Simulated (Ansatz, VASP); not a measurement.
## In in VASP and in Ansatz

File INCAR:

```
PREC = Accurate ; ENCUT = 600
EDIFF = 1E-6 ; ISMEAR = 0
SIGMA = 0.1 ; LREAL = False
LASPH = True ; NELM = 80
ALGO = Fast ; ISIF = 3
LWAVE = False ; LCHARG = False
GGA = PS ; IBRION = 2
NSW = 100 ; EDIFFG = -0.002
```

The input KPOINTS:

```
Automatic mesh
0
Gamma
  18 18 18
```

The input POSCAR:

```
In
1.0
   -1.6947072700      1.6947072700      2.2973723900
    1.6947072700     -1.6947072700      2.2973723900
    1.6947072700      1.6947072700     -2.2973723900
In
1
Direct
    0.0000000000      0.0000000000      0.0000000000
```

Input for Ansatz:

```yaml
crystal:
  lattice:
    - [-1.69470727, 1.69470727, 2.29737239]
    - [1.69470727, -1.69470727, 2.29737239]
    - [1.69470727, 1.69470727, -2.29737239]
  atoms:
    - { symbol: In, position: [0.0, 0.0, 0.0] }
basis:
  ecutwfc: 420
kpoints:
  mp_grid: { grid: [18, 18, 18] }
hamiltonian:
  xc: pbesol
  pseudopotentials: { kind: paw, azcp: { folder: soft_1 } }
scf:
  occupations: { method: gaussian, width: 0.1 }
output:
  forces: true
  stress: true
  eigenvalues: true
relax:
  adjacent_minimum: "off"
  f_tol: 0.002
  max_steps: 80
  cell: { stress_tol: 0.02 }
```

Alike in both runs: task relaxation of cell and atoms; functional PBEsol; k mesh 18 × 18 × 18; occupations gaussian, width 0.1 eV; no spin polarisation.

|  | VASP | Ansatz |
| --- | --- | --- |
| version | VASP 6.6.1 | Ansatz 0.2.0 |
| potentials or method | VASP PAW PBE potentials, release 64 (In_d), cutoff 600 eV | scalar-relativistic, plane waves, PAW |
| valence electrons in the cell | 13 | 13 |

|  | VASP | Ansatz | Ansatz less VASP |
| --- | --- | --- | --- |
| gap on the k mesh at the Fermi level, each at its own relaxed structure (eV) | none | none | - |
| relaxed volume (Å³/atom) | 25.59 | 25.59 | -0.003 |
| relaxed cell length with the largest relative difference (Å) | 3.308 | 3.307 | -0.0004 |

VASP's potentials were made for PBE, not for PBEsol, and Ansatz warns of the same on its side. A gap of «none» marks a metal or a gap that the smearing closes.
